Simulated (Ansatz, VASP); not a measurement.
Two plane-wave programs on Pt

File INCAR:

```
SYSTEM = Pt
PREC = Accurate
ENCUT = 500
EDIFF = 1E-6
ISMEAR = 0
SIGMA = 0.1
LREAL = .FALSE.
LASPH = .TRUE.
NELM = 120
ALGO = Normal
ISIF = 2
LWAVE = .FALSE.
LCHARG = .FALSE.
GGA = PE
NBANDS = 28
GGA_COMPAT = .FALSE.
```

Contents of KPOINTS:

```
regular mesh
0
G
  6 6 2
  0 0 0
```

File POSCAR:

```
Pt
1.0
    3.1641104845      0.0000000000      0.0000000000
   -1.5820552423      2.7402000599      0.0000000000
    0.0000000000      0.0000000000      8.1234010781
Pt
4
Direct
    0.3333333333      0.6666666667      0.1610000000
    0.6666666667      0.3333333333      0.6610000000
    0.3333333333      0.6666666667      0.3390000000
    0.6666666667      0.3333333333      0.8390000000
```

Input for Ansatz:

```yaml
crystal:
  lattice:
    - [3.1641104845, 0.0, 0.0]
    - [-1.5820552423, 2.7402000599, 0.0]
    - [0.0, 0.0, 8.1234010781]
  atoms:
    - { symbol: Pt, position: [0.3333333333, 0.6666666667, 0.161] }
    - { symbol: Pt, position: [0.6666666667, 0.3333333333, 0.661] }
    - { symbol: Pt, position: [0.3333333333, 0.6666666667, 0.339] }
    - { symbol: Pt, position: [0.6666666667, 0.3333333333, 0.839] }
basis:
  ecutwfc: 420
kpoints:
  mp_grid: { grid: [6, 6, 2] }
hamiltonian:
  xc: pbe
scf:
  occupations: { method: gaussian, width: 0.1 }
  lower_state_search: "off"
output:
  forces: true
  stress: true
  eigenvalues: true
```

Alike in both runs: task single point; functional PBE; k mesh 6 × 6 × 2; occupations gaussian, width 0.1 eV; no spin polarisation.

```csv
,VASP,Ansatz
version,VASP 6.6.1,Ansatz 0.2.0
potentials or method,"VASP PAW PBE potentials, release 64 (Pt), cutoff 500 eV","scalar-relativistic, plane waves, PAW"
valence electrons in the cell,40,72
```

Ansatz gave:

```
gap on the k mesh at the Fermi level (eV) : none
rms of the force components (eV/Å)        : 122.911
```

Problem. Estimate VASP's values.

Solution. gap on the k mesh at the Fermi level (eV): none; rms of the force components (eV/Å): 47.017.

Atom by atom the forces differ by 75.895 eV/Å (rms over components). A gap of «none» marks a metal or a gap that the smearing closes. VASP's potentials hold 40 valence electrons a cell and Ansatz's 72, so a difference there can come from the potentials and not from the codes.

The k mesh is coarse, so the values compare programs but aren't converged. Neither program's run includes spin-orbit coupling.
